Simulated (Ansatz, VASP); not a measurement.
One calculation of Ru, two programs

```
Ru
1.0
     2.70002    0.00000    0.00000
    -1.35001    2.33828    0.00000
     0.00000    0.00000    4.24749
Ru
2
Direct
  0.33333 0.66667 0.25000
  0.66667 0.33333 0.75000
```

Alike in both runs: task single point; functional RPBE; k mesh 22 × 22 × 12; occupations fermi-dirac, width 0.05 eV; collinear spin.

|  | VASP | Ansatz |
| --- | --- | --- |
| version | VASP 6.6.1 | Ansatz 0.2.0 |
| potentials or method | VASP PAW PBE potentials, release 64 (Ru_pv), cutoff 520 eV | plane waves (420 eV) with PAW, scalar-relativistic |
| valence electrons in the cell | 28 | 32 |

```tsv
	VASP	Ansatz	Ansatz less VASP
pressure (GPa)	13.2	13.3	+0.09
traceless stress, the component that is largest in VASP (GPa)	1.41	1.40	-0.011
net moment per atom (μB)	0.00	0.00	0.000
```

VASP's potentials were made for PBE, not for RPBE. The functional is the same, so the differences come from potentials, cutoffs and numerics. VASP's potentials hold 28 valence electrons a cell and Ansatz's 32, so a difference there can come from the potentials and not from the codes. Ansatz's warnings: seeded moment not kept.
